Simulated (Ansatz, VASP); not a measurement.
Si in VASP and in Ansatz

```xyz
1
Lattice="2.6205 0.0000 0.0000 -1.3103 1.9290 0.0000 0.0000 0.0000 2.4664" Properties=species:S:1:pos:R:3 pbc="T T T"
Si    0.0000    0.0000    0.0000
```

Change from the starting cell: strain -0.1500 x Voigt [0, 1, 0, 0, 0, 0], atoms carried along.

Alike in both runs: task single point; functional LDA; k mesh 24 × 24 × 20; occupations gaussian, width 0.15 eV; no spin polarisation.

|  | VASP | Ansatz |
| --- | --- | --- |
| version | VASP 6.6.1 | Ansatz 0.2.0 |
| potentials or method | VASP PAW LDA potentials, release 64 (Si), cutoff 520 eV | scalar-relativistic, plane waves, PAW |
| valence electrons in the cell | 4 | 4 |

VASP gave:

| Property | Result |
| --- | --- |
| gap on the k mesh at the Fermi level (eV) | none |
| pressure (GPa) | 29.9 |
| traceless stress, the component that is largest in VASP (GPa) | 22.16 |

Problem. Estimate Ansatz's values.

Solution. gap on the k mesh at the Fermi level (eV): none; pressure (GPa): 29.7; traceless stress, the component that is largest in VASP (GPa): 22.13.

LDA's correlation is that of Perdew and Zunger in VASP and of Perdew and Wang (1992) in Ansatz. A gap of «none» marks a metal or a gap that the smearing closes. Both programs put the cell under a high pressure, so it lies far from rest at this level.
